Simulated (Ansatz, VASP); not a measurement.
Two plane-wave programs on TiAl3

Contents of INCAR:

```
SYSTEM = TiAl3
ALGO = Fast
EDIFF = 1E-7
ENCUT = 520
GGA = CA
ISIF = 2
ISMEAR = 0
LASPH = .True.
LCHARG = .False.
LREAL = .False.
LWAVE = .False.
NBANDS = 18
NELM = 80
PREC = Accurate
SIGMA = 0.1
```

Contents of KPOINTS:

```
k-points
0
Gamma
  16 16 16
  0 0 0
```

Contents of POSCAR:

```
TiAl3
1.0
   -1.9226734291      1.9226734291      4.3114047973
    1.9226734291     -1.9226734291      4.3114047973
    1.9226734291      1.9226734291     -4.3114047973
Ti Al
1 3
Direct
    0.0000000000      0.0000000000      0.0000000000
    0.5000000000      0.5000000000      0.0000000000
    0.7500000000      0.2500000000      0.5000000000
    0.2500000000      0.7500000000      0.5000000000
```

Input for Ansatz:

```yaml
crystal:
  lattice:
    - [-1.9226734291, 1.9226734291, 4.3114047973]
    - [1.9226734291, -1.9226734291, 4.3114047973]
    - [1.9226734291, 1.9226734291, -4.3114047973]
  atoms:
    - { symbol: Ti, position: [0.0, 0.0, 0.0] }
    - { symbol: Al, position: [0.5, 0.5, 0.0] }
    - { symbol: Al, position: [0.75, 0.25, 0.5] }
    - { symbol: Al, position: [0.25, 0.75, 0.5] }
basis:
  ecutwfc: 420
kpoints:
  mp_grid: { grid: [16, 16, 16] }
  band_path:
    path:
      - [[0.0, 0.0, 0.0], [0.0, 0.0, 0.5], [0.25, 0.25, 0.25], [0.0, 0.5, 0.0], [0.0, 0.0, 0.0], [0.5, 0.5, -0.5], [0.29971798, 0.70028202, -0.29971798]]
      - [[-0.29971798, 0.29971798, 0.29971798], [0.0, 0.0, 0.0]]
      - [[0.0, 0.0, 0.5], [-0.09943596, 0.09943596, 0.5]]
      - [[0.5, 0.5, -0.09943596], [0.5, 0.5, -0.5]]
    npoints: 14
hamiltonian:
  xc: lda
scf:
  occupations: { method: gaussian, width: 0.1 }
  n_extra_bands: 10
output:
  forces: true
  stress: true
  eigenvalues: true
  populations: true
  dos: { projected: true, de: 0.02, nscf_kmesh: { grid: [24, 24, 24] } }
  bader: true
```

Alike in both runs: task single point; functional LDA; k mesh 16 × 16 × 16; occupations gaussian, width 0.1 eV; no spin polarisation.

|  | VASP | Ansatz |
| --- | --- | --- |
| version | VASP 6.6.1 | Ansatz 0.2.0 |
| potentials or method | VASP PAW LDA potentials, release 64 (Ti_sv, Al), cutoff 520 eV | scalar-relativistic, plane waves, PAW |
| valence electrons in the cell | 21 | 21 |

```csv
,VASP,Ansatz,Ansatz less VASP
gap on the k mesh at the Fermi level (eV),none,none,-
pressure (GPa),-5.2,-5.4,-0.13
"traceless stress, the component that is largest in VASP (GPa)",0.33,0.33,+0.001
```

LDA's correlation is that of Perdew and Zunger in VASP and of Perdew and Wang (1992) in Ansatz. A gap of «none» marks a metal or a gap that the smearing closes.
